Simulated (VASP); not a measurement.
# Re in VASP: notebook

Re is run at these levels: PBE; tasks: single point.

Everything below comes from runs of VASP 6.6.1. Logs are shortened: lines on timing, memory, paths and dates and some standing lists are left out, and cuts for length are marked.

## 1. The cell of the first run

Symmetry: Fm-3m, No. 225, cubic system. The conventional cell has a = 3.752 Å, b = 3.752 Å, c = 3.752 Å, α = 90.00°, β = 90.00°, γ = 90.00°. Re (site symmetry m-3m) has 12 Re at 2.65 Å within 3.5 Å.

## 2. Single point, PBE (strain -0.050 along x and y, -0.050 along z)

File INCAR:

```
PREC = Accurate
ENCUT = 520
EDIFF = 1E-6
ISMEAR = 0
SIGMA = 0.15
LREAL = F
LASPH = T
NELM = 80
ALGO = Fast
ISIF = 2
LWAVE = F
LCHARG = F
GGA = PE
NBANDS = 10
```

File KPOINTS:

```
regular mesh
0
Gamma
  20 20 20
```

File POSCAR:

```
Re
1.0
    0.0000000000      1.8762500000      1.8762500000
    1.8762500000      0.0000000000      1.8762500000
    1.8762500000      1.8762500000      0.0000000000
Re
1
Direct
    0.0000000000      0.0000000000      0.0000000000
```

Potentials or basis: VASP PAW PBE potentials, release 64 (Re).

Command:

```console
$ cat potpaw_PBE.64/Re/POTCAR > POTCAR
$ mpirun -np 1 vasp_std > vasp.out
```

OUTCAR:

```text
PREC = Accurate
   ENCUT = 520
   EDIFF = 1E-6
   ISMEAR = 0
   LREAL = F
   LASPH = T
   NELM = 80
   ISIF = 2
   GGA = PE

 ion  position               nearest neighbor table
   1  0.000  0.000  0.000-

  LATTYP: Found a face centered cubic cell.
 ALAT       =     3.7525000000

  Lattice vectors:

 A1 = (   0.0000000000,   1.8762500000,   1.8762500000)
 A2 = (   1.8762500000,   0.0000000000,   1.8762500000)
 A3 = (   1.8762500000,   1.8762500000,   0.0000000000)

Analysis of symmetry for initial positions (statically):
=====================================================================
 Subroutine PRICEL returns:
 Original cell was already a primitive cell.

 Routine SETGRP: Setting up the symmetry group for a
 face centered cubic supercell.

 Subroutine GETGRP returns: Found 48 space group operations
 (whereof 48 operations were pure point group operations)
 out of a pool of 48 trial point group operations.

The static configuration has the point symmetry O_h .

Analysis of symmetry for dynamics (positions and initial velocities):
=====================================================================
 Subroutine PRICEL returns:
 Original cell was already a primitive cell.

 Routine SETGRP: Setting up the symmetry group for a
 face centered cubic supercell.

 Subroutine GETGRP returns: Found 48 space group operations
 (whereof 48 operations were pure point group operations)
 out of a pool of 48 trial point group operations.

The dynamic configuration has the point symmetry O_h .

 Subroutine INISYM returns: Found 48 space group operations
 (whereof 48 operations are pure point group operations),
 and found     1 'primitive' translations

----------------------------------------------------------------------------------------

                                     Primitive cell

  volume of cell :      13.2100

  direct lattice vectors                    reciprocal lattice vectors
     0.000000000  1.876250000  1.876250000    -0.266489007  0.266489007  0.266489007
     1.876250000  0.000000000  1.876250000     0.266489007 -0.266489007  0.266489007
     1.876250000  1.876250000  0.000000000     0.266489007  0.266489007 -0.266489007

  length of vectors
     2.653418196  2.653418196  2.653418196     0.461572500  0.461572500  0.461572500

  position of ions in fractional coordinates (direct lattice)
     0.000000000  0.000000000  0.000000000

  ion indices of the primitive-cell ions
   primitive index   ion index
                 1           1
[... 71 lines left out ...]
   NELM   =     80;   NELMIN=  2; NELMDL= -5     # of ELM steps
   EDIFF  = 0.1E-05   stopping-criterion for ELM
   LREAL  =      F    real-space projection
   EDIFFG = 0.1E-04   stopping-criterion for IOM
   NSW    =      0    number of steps for IOM
   IBRION =     -1    ionic relax: 0-MD 1-quasi-New 2-CG
   NFREE  =      0    steps in history (QN), initial steepest desc. (CG)
   ISIF   =      2    stress and relaxation
   ISYM   =      2    0-nonsym 1-usesym 2-fastsym
   POTIM  = 0.5000    time-step for ionic-motion
   TEBEG  =    0.0;   TEEND  =   0.0 temperature during run
   PSTRESS=    0.0 pullay stress
   NELECT =       7.0000    total number of electrons
   NUPDOWN=      -1.0000    fix difference up-down
   EMIN   =  10.00;   EMAX   =-10.00  energy-range for DOS
   EFERMI =   0.00;   METHOD = LEGACY
   ISMEAR =     0;   SIGMA  =   0.15  broadening in eV -4-tet -1-fermi 0-gaus
   EFERMI_NEDOS =   21; number of points for ismear=-14 and -15
   IALGO  =     68    algorithm
   IMIX   =      4    mixing-type and parameters
     AMIX     =   0.40;   BMIX     =  1.00
     AMIX_MAG =   1.60;   BMIX_MAG =  1.00
  volume/ion in A,a.u.               =      13.21        89.15
  Fermi-wavevector in a.u.,A,eV,Ry     =   1.324769  2.503450 23.878398  1.755013
  Thomas-Fermi vector in A             =   2.454279
   LORBIT       =      0    0 simple, 1 ext, 2 COOP (PROOUT), +10 PAW based schemes
   GGA     = PE    functional components
   LHFCALC =     F    Hartree Fock is set to
   AEXX    =    0.0000 exact exchange contribution
   IVDW    =     0    specifies the selected vdW correction
   LEPSILON=     F    determine dielectric tensor
   LRPA    =     F    only Hartree local field effects (RPA)
 non-spin polarized calculation
 RMM-DIIS sequential band-by-band and
 Gauss-broadening in eV      SIGMA  =   0.15
  energy-cutoff  :      520.00
  volume of cell :       13.21
 maximum number of plane-waves:       368
   NGX =  9   NGY =  9   NGZ =  9

 number of electron       7.0000000 magnetization

 Free energy of the ion-electron system (eV)
  ---------------------------------------------------
  ext. energy  EPLUGINS =         0.00000000
  ---------------------------------------------------
  free energy    TOTEN  =       -12.06353063 eV

  energy without entropy =      -12.05466578  energy(sigma->0) =      -12.05909820

 E-fermi :   9.6052     XC(G=0): -14.3330

 val. band max:        9.6033777813   @ k =  -0.2000   0.2000   0.0000
 cond. band min:       9.6063754830   @ k =  -0.3000   0.3000   0.0000
 fundamental gap:      0.0029977016
 Fermi energy:         9.6051628554

 k-point     1 :       0.0000    0.0000    0.0000
  band No.  band energies     occupation
      1      -1.3261      2.00000
      2       7.3287      2.00000
      3       7.3287      2.00000
      4       7.3287      2.00000
      5      11.0815      0.00000
      6      11.0815      0.00000
      7      23.5467      0.00000
      8      29.8507      0.00000
      9      29.8507      0.00000
     10      29.8510      0.00000
[... 287 lines left out ...]
 k-point    24 :      -0.3500    0.0500    0.0000
  band No.  band energies     occupation
      1       1.9971      2.00000
      2       7.2815      2.00000
      3       7.4425      2.00000
      4       7.9134      2.00000
      5      12.4258      0.00000
      6      13.5245      0.00000
      7      22.2362      0.00000
      8      26.0981      0.00000
      9      32.6215      0.00000
     10      34.3364      0.00000

 [... further k-points ...]
[... 5 lines left out ...]
  --------------------------------------------------------------------------------------
  -------------------------------------------------------------------------------------
  Total        5.0766611      5.0766611      5.0766611      0.0000000     -0.0000000      0.0000000
  in kB      615.7247898    615.7247898    615.7247898      0.0000000     -0.0000000      0.0000000
  external PRESSURE =     615.7247898 kB  Pullay stress =       0.0000000 kB

 VOLUME and BASIS-vectors are now :
 -----------------------------------------------------------------------------
  energy-cutoff  :      520.00
  volume of cell :       13.21
      direct lattice vectors                 reciprocal lattice vectors
     0.000000000  1.876250000  1.876250000    -0.266489007  0.266489007  0.266489007
     1.876250000  0.000000000  1.876250000     0.266489007 -0.266489007  0.266489007
     1.876250000  1.876250000  0.000000000     0.266489007  0.266489007 -0.266489007

 POSITION                                       TOTAL-FORCE (eV/Angst)
 -----------------------------------------------------------------------------------
      0.00000      0.00000      0.00000         0.000000      0.000000      0.000000
 -----------------------------------------------------------------------------------
    total drift:                                0.000000      0.000000     -0.000000

  FREE ENERGIE OF THE ION-ELECTRON SYSTEM (eV)
  ---------------------------------------------------
  free  energy   TOTEN  =       -12.0635306285 eV

  energy  without entropy=      -12.0546657759  energy(sigma->0) =      -12.05909820
```

Wall time 40 s (1 thread of Intel Xeon Platinum 8259CL at 2.50GHz (Skylake/Cascade Lake), shared host); peak memory 0.15 GiB.

What came out:

```yaml
Free_energy: -12.0635 eV
Pressure: 61.6 GPa
```

Caveat: the cell differs from its parent crystal (strain -0.050 along x and y, -0.050 along z); spin-orbit coupling is left out, which moves the levels of the heavy elements.

## 3. Single point, PBE (strain +0.000 along x and y, +0.050 along z)

File INCAR:

```
ALGO = Fast
EDIFF = 1E-7
ENCUT = 520
GGA = PE
ISIF = 2
ISMEAR = 0
LASPH = T
LCHARG = F
LREAL = F
LWAVE = F
NBANDS = 10
NELM = 60
PREC = Accurate
SIGMA = 0.15
```

File KPOINTS:

```
k-points
0
Gamma
  20 20 20
```

File POSCAR:

```
Re
1.0
    0.0000000000      1.9750000000      2.0737500000
    1.9750000000      0.0000000000      2.0737500000
    1.9750000000      1.9750000000      0.0000000000
Re
1
Direct
    0.0000000000      0.0000000000      0.0000000000
```

Potentials or basis: VASP PAW PBE potentials, release 64 (Re).

Command:

```console
$ cat potpaw_PBE.64/Re/POTCAR > POTCAR
$ mpirun -np 1 vasp_std > vasp.out
```

Run time: 2 min. Hardware: 1 thread of Intel Xeon Platinum 8259CL at 2.50GHz (Skylake/Cascade Lake), shared host; peak memory 0.23 GiB.

It converged, with:

- Free energy: -12.2531 eV
- Pressure: -23.6 GPa

Stress tensor (GPa, compression positive):
```
-19.61   0.00   0.00
  0.00 -19.61   0.00
  0.00   0.00 -31.69
```

Levels at points of the mesh, in eV from the Fermi level:
```csv
k point,band 1,band 2,band 3,band 4,band 5,band 6,band 7
"(0.00, 0.00, 0.00)",-9.48,-2.11,-1.46,-1.46,0.60,1.49,13.84
"(0.50, 0.00, 0.00)",-6.22,-2.18,-1.52,0.09,3.09,3.43,8.66
"(0.50, 0.50, 0.00)",-6.09,-5.20,1.81,3.27,3.86,3.86,10.61
"(0.50, 0.00, 0.50)",-6.02,-5.25,2.75,3.14,3.56,4.25,11.00
```

Caveat: the cell differs from its parent crystal (strain +0.000 along x and y, +0.050 along z); spin-orbit coupling is left out, which moves the levels of the heavy elements.
